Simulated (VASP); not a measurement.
The system is Cs3GaF6.

```
Cs Ga F
1.0
     0.00000    4.72390    4.72390
     4.72390    0.00000    4.72390
     4.72390    4.72390    0.00000
Cs Ga F
3 1 6
Direct
  0.75000 0.75000 0.75000
  0.25000 0.25000 0.25000
  0.00000 0.00000 0.00000
  0.50000 0.50000 0.50000
  0.29650 0.70350 0.70350
  0.70350 0.29650 0.70350
  0.70350 0.29650 0.29650
  0.29650 0.70350 0.29650
  0.70350 0.70350 0.29650
  0.29650 0.29650 0.70350
```

```yaml
Program: VASP 6.6.1
Task: relaxation of cell and atoms
Functional: PBEsol
Dispersion: D3(BJ)
Potentials_or_basis: VASP PAW PBE potentials, release 64 (Cs_sv, Ga_d, F)
Cutoff: 600 eV
k_mesh: 4 × 4 × 4
Occupations: gaussian, width 0.02 eV
Spin: no spin polarisation
```

At the start: pressure -2.1 GPa; volume 21.08 Å³/atom.

Where does the relaxation end?

Over 12 steps the energy falls by 8.5 meV/atom and the volume is 19.83 Å³/atom (-5.9 %); space group Fm-3m (No. 225, to 0.1 Å) before and after.

Step by step:
```tsv
step	energy change (eV)	largest force (eV/Å)	pressure (GPa)	volume (Å³)
1	0.0000	0.0581	-2.14	210.83
2	-0.0611	0.3107	-0.18	202.37
3	-0.0612	0.3234	-0.11	202.11
4	-0.0822	0.1219	-0.01	199.54
5	-0.0852	0.0060	0.06	198.08
6	-0.0853	0.0125	0.06	198.16
7	-0.0853	0.0024	-0.03	198.47
8	-0.0853	0.0023	0.00	198.37
9	-0.0853	0.0027	0.00	198.37
10	-0.0853	0.0075	0.03	198.26
11	-0.0853	0.0030	0.00	198.36
12	-0.0853	0.0009	0.00	198.34
```

Final structure:
```cif
data_structure
_symmetry_space_group_name_H-M 'P 1'
_symmetry_Int_Tables_number 1
_cell_length_a 6.5460
_cell_length_b 6.5460
_cell_length_c 6.5460
_cell_angle_alpha 60.000
_cell_angle_beta 60.000
_cell_angle_gamma 60.000
_cell_volume 198.34
loop_
_atom_site_label
_atom_site_type_symbol
_atom_site_fract_x
_atom_site_fract_y
_atom_site_fract_z
_atom_site_occupancy
Cs1 Cs 0.75000 0.75000 0.75000 1
Cs2 Cs 0.25000 0.25000 0.25000 1
Cs3 Cs 0.00000 0.00000 0.00000 1
Ga1 Ga 0.50000 0.50000 0.50000 1
F1 F 0.29431 0.70569 0.70569 1
F2 F 0.70569 0.29431 0.70569 1
F3 F 0.70569 0.29431 0.29431 1
F4 F 0.29431 0.70569 0.29431 1
F5 F 0.70569 0.70569 0.29431 1
F6 F 0.29431 0.29431 0.70569 1
```

Caveat: the PAW data sets were made with another functional, which shifts forces and pressure a little.
